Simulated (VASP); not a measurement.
Write the native input for VASP 6.6.1 that does the following.

```yaml
Task: single point
Functional: PBE
Dispersion: D3(BJ)
Potentials_or_basis: VASP PAW PBE potentials, release 64 (Se)
Cutoff: 520 eV
k_mesh: 9 × 9 × 8
Occupations: gaussian, width 0.05 eV
Spin: no spin polarisation
Dipole_correction: no
Further_INCAR_settings: ALGO = Normal; EDIFF = 1e-06; NBANDS = 16
```

The structure of Se lies in POSCAR:

```
Se
1.0
    4.1383419910      0.0000000000      0.0000000000
   -2.0691709955      3.5839092938      0.0000000000
    0.0000000000      0.0000000000      4.9552507000
Se
3
Direct
    0.1858920228      0.0000000000      0.3333333333
    0.0000000000      0.1858920228      0.6666666667
    0.8141079772      0.8141079772      0.0000000000
```

This cell differs from its parent crystal: c/a of the conventional cell at fixed volume 1.1974.

One way to write it, as run:

INCAR

```
PREC = Accurate
ENCUT = 520
EDIFF = 1E-6
ISMEAR = 0
SIGMA = 0.05
LREAL = False
LASPH = True
NELM = 80
ALGO = Normal
ISIF = 2
LWAVE = False
LCHARG = False
GGA = PE
IVDW = 12
NBANDS = 16
```

KPOINTS

```
Automatic mesh
0
Gamma
  9 9 8
```

Potentials or basis: VASP PAW PBE potentials, release 64 (Se).

Command:

```console
$ cat potpaw_PBE.64/Se/POTCAR > POTCAR
$ mpirun -np 1 vasp_std > vasp.out
```

It gave:

```yaml
Pressure: 24.3 GPa
Largest_force: 6.440 eV/Å
Band_gap_on_the_k_mesh: zero (band 9 reaches 4.14 eV, above the bottom of band 10 at 3.96 eV)
Dispersion_energy_per_atom: -0.354 eV
```

Caveat: pairwise dispersion overbinds metals, which lowers pressure and volume; forces of over 1 eV/Å act on the atoms, so gaps and moduli don't describe the material at rest.

Wall time 2.4 min on 1 thread of AMD EPYC 7R13 (shared host), peak memory 0.21 GiB.
